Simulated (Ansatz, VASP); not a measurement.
# One calculation of GePt, two programs

```
CELL_PARAMETERS angstrom
6.60169 0.00000 0.00000
0.00000 3.14529 0.00000
0.00000 0.00000 6.09244
ATOMIC_POSITIONS crystal
Ge 0.81516 0.75000 0.58802
Ge 0.18484 0.25000 0.41198
Ge 0.68484 0.25000 0.08802
Ge 0.31516 0.75000 0.91198
Pt 0.99924 0.75000 0.19116
Pt 0.00076 0.25000 0.80884
Pt 0.50076 0.25000 0.69116
Pt 0.49924 0.75000 0.30884
```

Change from the starting cell: strain +0.1500 x Voigt [1, -1, 0, 0, 0, 0], atoms carried along.

Alike in both runs: task single point; functional PBEsol; k mesh 8 × 10 × 8; occupations gaussian, width 0.15 eV; no spin polarisation.

```csv
,VASP,Ansatz
version,VASP 6.6.1,Ansatz 0.2.0
potentials or method,"VASP PAW PBE potentials, release 64 (Ge_d, Pt), cutoff 520 eV","scalar-relativistic, plane waves, PAW"
valence electrons in the cell,96,128
```

```csv
,VASP,Ansatz,Ansatz less VASP
gap on the k mesh at the Fermi level (eV),none,none,-
pressure (GPa),6.6,6.6,-0.04
"traceless stress, the component that is largest in VASP (GPa)",8.24,8.19,-0.048
rms of the force components (eV/Å),0.626,0.620,-0.0054
```

VASP's potentials were made for PBE, not for PBEsol. Atom by atom the forces differ by 0.007 eV/Å (rms over components). A gap of «none» marks a metal or a gap that the smearing closes. VASP's potentials hold 96 valence electrons a cell and Ansatz's 128, so a difference there can come from the potentials and not from the codes.

Spin-orbit coupling is off throughout.
